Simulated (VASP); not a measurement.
# YBrF6 (R-3) in VASP: single point with PBE

Aim: the single point of YBrF6 with PBE.

Program: VASP 6.6.1. These are calculated values, not measurements. Logs are shortened: lines on timing, memory, paths and dates and some standing lists are left out, and cuts for length are marked.

### 1 The cell of the first run

Symmetry: R-3, No. 148, trigonal system. The conventional cell has a = 7.483 Å, b = 7.483 Å, c = 7.639 Å, α = 90.00°, β = 90.00°, γ = 120.00°. Within 2.4 Å of F (site symmetry 1) lie 1 Br at 1.78 Å. Within 3.9 Å of Y (site symmetry -3) lie 12 F at 2.97 to 3.13 Å and 2 Br at 3.82 Å. Br (site symmetry -3) has 6 F at 1.78 Å within 2.4 Å.

### 2 Single point, PBE

Contents of INCAR:

```
SYSTEM = YBrF6
PREC = Accurate ; ENCUT = 520
EDIFF = 1E-7 ; ISMEAR = -1
SIGMA = 0.1 ; LREAL = .False.
LASPH = .True. ; NELM = 60
ALGO = Normal ; ISIF = 2
LWAVE = .False. ; LCHARG = .True.
GGA = PE ; LELF = .True.
LVHAR = .True. ; NBANDS = 40
```

Contents of KPOINTS:

```
Automatic mesh
0
Gamma
  6 6 6
  0 0 0
```

Contents of POSCAR:

```
YBrF6
1.0
    5.0148080000      0.0000000000      0.0000000000
   -0.5677760000      4.9825620000      0.0000000000
   -0.5677760000     -0.6361520000      4.9417870000
F Y Br
6 1 1
Direct
    0.0778000000      0.8089000000      0.7042000000
    0.7042000000      0.0778000000      0.8089000000
    0.8089000000      0.7042000000      0.0778000000
    0.9222000000      0.1911000000      0.2958000000
    0.2958000000      0.9222000000      0.1911000000
    0.1911000000      0.2958000000      0.9222000000
    0.5000000000      0.5000000000      0.5000000000
    0.0000000000      0.0000000000      0.0000000000
```

Potentials or basis: VASP PAW PBE potentials, release 64 (F, Y_sv, Br).

The run is started by

```console
$ cat potpaw_PBE.64/F/POTCAR potpaw_PBE.64/Y_sv/POTCAR potpaw_PBE.64/Br/POTCAR > POTCAR
$ mpirun -np 1 vasp_std > vasp.out
```

OUTCAR:

```text
SYSTEM = YBrF6
   PREC = Accurate
   ENCUT = 520
   EDIFF = 1E-7
   ISMEAR = -1
   LREAL = .False.
   LASPH = .True.
   NELM = 60
   ISIF = 2
   GGA = PE

 ion  position               nearest neighbor table
   1  0.078  0.809  0.704-   8 1.78   7 2.97   7 3.13
   2  0.704  0.078  0.809-   8 1.78   7 2.97   7 3.13
   3  0.809  0.704  0.078-   8 1.78   7 2.97   7 3.13
   4  0.922  0.191  0.296-   8 1.78   7 2.97   7 3.13
   5  0.296  0.922  0.191-   8 1.78   7 2.97   7 3.13
   6  0.191  0.296  0.922-   8 1.78   7 2.97   7 3.13
   7  0.500  0.500  0.500-   1 2.97   4 2.97   2 2.97   5 2.97   3 2.97   6 2.97   2 3.13   5 3.13
                             1 3.13   4 3.13   3 3.13   6 3.13
   8  0.000  0.000  0.000-   3 1.78   6 1.78   4 1.78   1 1.78   5 1.78   2 1.78

  LATTYP: Found a trigonal (rhomboedric) cell.
 ALAT       =     5.0148098375
 COS(alpha) =    -0.1132198465

  Lattice vectors:

 A1 = (   5.0148080000,   0.0000000000,   0.0000000000)
 A2 = (  -0.5677760000,   4.9825620000,   0.0000000000)
 A3 = (  -0.5677760000,  -0.6361520000,   4.9417870000)

Analysis of symmetry for initial positions (statically):
=====================================================================
 Subroutine PRICEL returns:
 Original cell was already a primitive cell.

 Routine SETGRP: Setting up the symmetry group for a
 trigonal (rhombohedral) supercell.

 Subroutine GETGRP returns: Found  6 space group operations
 (whereof  6 operations were pure point group operations)
 out of a pool of 12 trial point group operations.

The static configuration has the point symmetry S_6 .

Analysis of symmetry for dynamics (positions and initial velocities):
=====================================================================
 Subroutine PRICEL returns:
 Original cell was already a primitive cell.

 Routine SETGRP: Setting up the symmetry group for a
 trigonal (rhombohedral) supercell.

 Subroutine GETGRP returns: Found  6 space group operations
 (whereof  6 operations were pure point group operations)
 out of a pool of 12 trial point group operations.

The dynamic configuration has the point symmetry S_6 .

 Subroutine INISYM returns: Found  6 space group operations
 (whereof  6 operations are pure point group operations),
 and found     1 'primitive' translations

----------------------------------------------------------------------------------------

                                     Primitive cell

  volume of cell :     123.4784

  direct lattice vectors                    reciprocal lattice vectors
     5.014808000  0.000000000  0.000000000     0.199409429  0.022723227  0.025835859
    -0.567776000  4.982562000  0.000000000     0.000000000  0.200699961  0.025835934
    -0.567776000 -0.636152000  4.941787000     0.000000000  0.000000000  0.202355949

  length of vectors
     5.014808000  5.014807441  5.014809838     0.202356016  0.202356047  0.202355949

  position of ions in fractional coordinates (direct lattice)
     0.077800000  0.808900000  0.704200000
     0.704200000  0.077800000  0.808900000
     0.808900000  0.704200000  0.077800000
     0.922200000  0.191100000  0.295800000
     0.295800000  0.922200000  0.191100000
     0.191100000  0.295800000  0.922200000
     0.500000000  0.500000000  0.500000000
     0.000000000  0.000000000  0.000000000

  ion indices of the primitive-cell ions
   primitive index   ion index
                 1           1
                 2           2
                 3           3
                 4           4
                 5           5
                 6           6
                 7           7
                 8           8

----------------------------------------------------------------------------------------

 KPOINTS: Automatic mesh

Automatic generation of k-mesh.
 Grid dimensions read from file:
 generate k-points for:    6    6    6

 Generating k-lattice:

  Cartesian coordinates                     Fractional coordinates (reciprocal lattice)
     0.033234905  0.003787205  0.004305977     0.166666667  0.000000000  0.000000000
     0.000000000  0.033449994  0.004305989     0.000000000  0.166666667  0.000000000
     0.000000000  0.000000000  0.033725992     0.000000000  0.000000000  0.166666667

  Length of vectors
     0.033726003  0.033726008  0.033725992

  Shift w.r.t. Gamma in fractional coordinates (k-lattice)
     0.000000000  0.000000000  0.000000000

 Subroutine IBZKPT returns following result:
 ===========================================

 Found     40 irreducible k-points:

 Following reciprocal coordinates:
            Coordinates               Weight
  0.000000  0.000000  0.000000      1.000000
  0.166667  0.000000 -0.000000      6.000000
  0.333333  0.000000 -0.000000      6.000000
  0.500000  0.000000  0.000000      3.000000
  0.166667  0.166667  0.000000      6.000000
  0.333333  0.166667 -0.000000      6.000000
[... 16 lines left out ...]
  0.333333  0.333333  0.166667      6.000000
  0.500000  0.333333  0.166667      6.000000
 [... further k-points ...]
   k-points           NKPTS =     40   k-points in BZ     NKDIM =     40   number of bands    NBANDS=     40
   number of dos      NEDOS =    301   number of ions     NIONS =      8
   total plane-waves  NPLWV =  64000
   dimension x,y,z NGX =    40 NGY =   40 NGZ =   40
   dimension x,y,z NGXF=    80 NGYF=   80 NGZF=   80
   ions per type =               6   1   1
   NGX,Y,Z   is equivalent  to a cutoff of  13.26, 13.26, 13.26 a.u.
   NGXF,Y,Z  is equivalent  to a cutoff of  26.52, 26.52, 26.52 a.u.
 SYSTEM =  YBrF6
   PREC   = accura    normal or accurate (medium, high low for compatibility)
   ISTART =      0    job   : 0-new  1-cont  2-samecut
   ICHARG =      2    charge: 1-file 2-atom 10-const
   ISPIN  =      1    spin polarized calculation?
   LNONCOLLINEAR =      F non collinear calculations
   LSORBIT =      F    spin-orbit coupling
   LASPH  =      T    aspherical Exc in radial PAW
   ENCUT  =  520.0 eV  38.22 Ry    6.18 a.u.   9.32  9.32  9.32*2*pi/ulx,y,z
   NELM   =     60;   NELMIN=  2; NELMDL= -5     # of ELM steps
   EDIFF  = 0.1E-06   stopping-criterion for ELM
   LREAL  =      F    real-space projection
   EDIFFG = 0.1E-05   stopping-criterion for IOM
   NSW    =      0    number of steps for IOM
   IBRION =     -1    ionic relax: 0-MD 1-quasi-New 2-CG
   NFREE  =      0    steps in history (QN), initial steepest desc. (CG)
   ISIF   =      2    stress and relaxation
   ISYM   =      2    0-nonsym 1-usesym 2-fastsym
   POTIM  = 0.5000    time-step for ionic-motion
   TEBEG  =    0.0;   TEEND  =   0.0 temperature during run
   PSTRESS=    0.0 pullay stress
   NELECT =      60.0000    total number of electrons
   NUPDOWN=      -1.0000    fix difference up-down
   EMIN   =  10.00;   EMAX   =-10.00  energy-range for DOS
   EFERMI =   0.00;   METHOD = LEGACY
   ISMEAR =    -1;   SIGMA  =   0.10  broadening in eV -4-tet -1-fermi 0-gaus
   EFERMI_NEDOS =   21; number of points for ismear=-14 and -15
   IALGO  =     38    algorithm
   IMIX   =      4    mixing-type and parameters
     AMIX     =   0.40;   BMIX     =  1.00
     AMIX_MAG =   1.60;   BMIX_MAG =  1.00
  volume/ion in A,a.u.               =      15.43       104.16
  Fermi-wavevector in a.u.,A,eV,Ry     =   1.287048  2.432169 22.537966  1.656494
  Thomas-Fermi vector in A             =   2.419086
   LORBIT       =      0    0 simple, 1 ext, 2 COOP (PROOUT), +10 PAW based schemes
   GGA     = PE    functional components
   LHFCALC =     F    Hartree Fock is set to
   AEXX    =    0.0000 exact exchange contribution
   IVDW    =     0    specifies the selected vdW correction
   LEPSILON=     F    determine dielectric tensor
   LRPA    =     F    only Hartree local field effects (RPA)
 non-spin polarized calculation
  energy-cutoff  :      520.00
  volume of cell :      123.48
 maximum number of plane-waves:      3363
 NGX is ok and might be reduce to    40
   NGX = 19   NGY = 19   NGZ = 19

 number of electron      60.0000001 magnetization

 Free energy of the ion-electron system (eV)
  ---------------------------------------------------
  ext. energy  EPLUGINS =         0.00000000
  ---------------------------------------------------
  free energy    TOTEN  =       -25.60253419 eV

  energy without entropy =      -25.38378785  energy(sigma->0) =      -25.49316102

 E-fermi :   4.5247     XC(G=0):  -9.0358

 val. band max:        4.5163109593   @ k =  -0.3333   0.1667   0.1667
 cond. band min:       4.5254213798   @ k =   0.5000   0.3333   0.1667
 fundamental gap:      0.0091104204
 Fermi energy:         4.5246765105

 k-point     1 :       0.0000    0.0000    0.0000
  band No.  band energies     occupation
      1     -41.1185      2.00000
      2     -25.2575      2.00000
      3     -22.9427      2.00000
      4     -22.8768      2.00000
      5     -22.8768      2.00000
      6     -22.1951      2.00000
[... 32 lines left out ...]
     39       9.9611      0.00000
     40      10.8677      0.00000

 k-point     2 :       0.1667    0.0000   -0.0000
  band No.  band energies     occupation
      1     -41.1185      2.00000
      2     -25.2488      2.00000
      3     -22.9504      2.00000
      4     -22.8873      2.00000
      5     -22.8696      2.00000
      6     -22.2011      2.00000
[... 32 lines left out ...]
     39       9.5022      0.00000
     40      10.5472      0.00000

 k-point     3 :       0.3333    0.0000   -0.0000
  band No.  band energies     occupation
      1     -41.1184      2.00000
      2     -25.2314      2.00000
      3     -22.9785      2.00000
      4     -22.8963      2.00000
      5     -22.8548      2.00000
      6     -22.2146      2.00000
[... 853 lines left out ...]
  band No.  band energies     occupation
      1     -41.1182      2.00000
      2     -25.1905      2.00000
      3     -22.9984      2.00000
      4     -22.9332      2.00000
      5     -22.8767      2.00000
      6     -22.2228      2.00000
[... 32 lines left out ...]
     39       8.7259      0.00000
     40       9.2202      0.00000

 k-point    24 :       0.5000    0.3333    0.1667
  band No.  band energies     occupation
      1     -41.1182      2.00000
      2     -25.1818      2.00000
      3     -23.0090      2.00000
      4     -22.9393      2.00000
      5     -22.8642      2.00000
      6     -22.2388      2.00000
[... 32 lines left out ...]
     39       8.7430      0.00000
     40       9.1948      0.00000

 [... further k-points ...]

------------------------ aborting loop because EDIFF is reached ----------------------------------------

  FORCE on cell =-STRESS in cart. coord.  units (eV):
  Direction    XX          YY          ZZ          XY          YZ          ZX
  --------------------------------------------------------------------------------------
  -------------------------------------------------------------------------------------
  Total       16.4052241     16.5625877     16.7890693      0.6904974      0.8796186      0.7850827
  in kB      212.8637488    214.9055986    217.8442800      8.9594554     11.4133712     10.1867335
  external PRESSURE =     215.2045424 kB  Pullay stress =       0.0000000 kB

 VOLUME and BASIS-vectors are now :
 -----------------------------------------------------------------------------
  energy-cutoff  :      520.00
  volume of cell :      123.48
      direct lattice vectors                 reciprocal lattice vectors
     5.014808000  0.000000000  0.000000000     0.199409429  0.022723227  0.025835859
    -0.567776000  4.982562000  0.000000000     0.000000000  0.200699961  0.025835934
    -0.567776000 -0.636152000  4.941787000     0.000000000  0.000000000  0.202355949

 POSITION                                       TOTAL-FORCE (eV/Angst)
 -----------------------------------------------------------------------------------
     -0.46895      3.58242      3.48001         2.066040     -2.670665     -4.583838
      3.02798     -0.12694      3.99741        -4.412221      1.576628     -3.234054
      3.61248      3.45923      0.38447        -2.887411     -4.769803      1.150816
      4.34821      0.76399      1.46178        -2.066040      2.670665      4.583838
      0.85128      4.47335      0.94438         4.412221     -1.576628      3.234054
      0.26678      0.88718      4.55732         2.887411      4.769803     -1.150816
      1.93963      2.17320      2.47089        -0.000000      0.000000      0.000000
      0.00000      0.00000      0.00000        -0.000000     -0.000000      0.000000
 -----------------------------------------------------------------------------------
    total drift:                                0.000000      0.000000      0.000000

  FREE ENERGIE OF THE ION-ELECTRON SYSTEM (eV)
  ---------------------------------------------------
  free  energy   TOTEN  =       -25.6025341897 eV

  energy  without entropy=      -25.3837878511  energy(sigma->0) =      -25.49316102
```

Wall time 2.4 min (1 thread of Intel Xeon 6975P-C (Granite Rapids), shared host); peak memory 0.36 GiB.

Results:

* Free energy: -25.6025 eV
* Pressure: 21.5 GPa
* Largest force: 5.693 eV/Å
* Band gap on the k mesh: zero (bands 30 and 31 overlap by 0.57 eV)

Forces in eV/Å, atoms in the order of the input:
```
F    2.066 -2.671 -4.584
F   -4.412  1.577 -3.234
F   -2.887 -4.770  1.151
F   -2.066  2.671  4.584
F    4.412 -1.577  3.234
F    2.887  4.770 -1.151
Y    0.000  0.000  0.000
Br   0.000  0.000  0.000
```

Stress tensor (GPa, compression positive):
```
21.29  0.90  1.02
 0.90 21.49  1.14
 1.02  1.14 21.78
```

Caveat: the cell stands under pressure; forces of over 1 eV/Å act on the atoms, so gaps and moduli don't describe the material at rest.
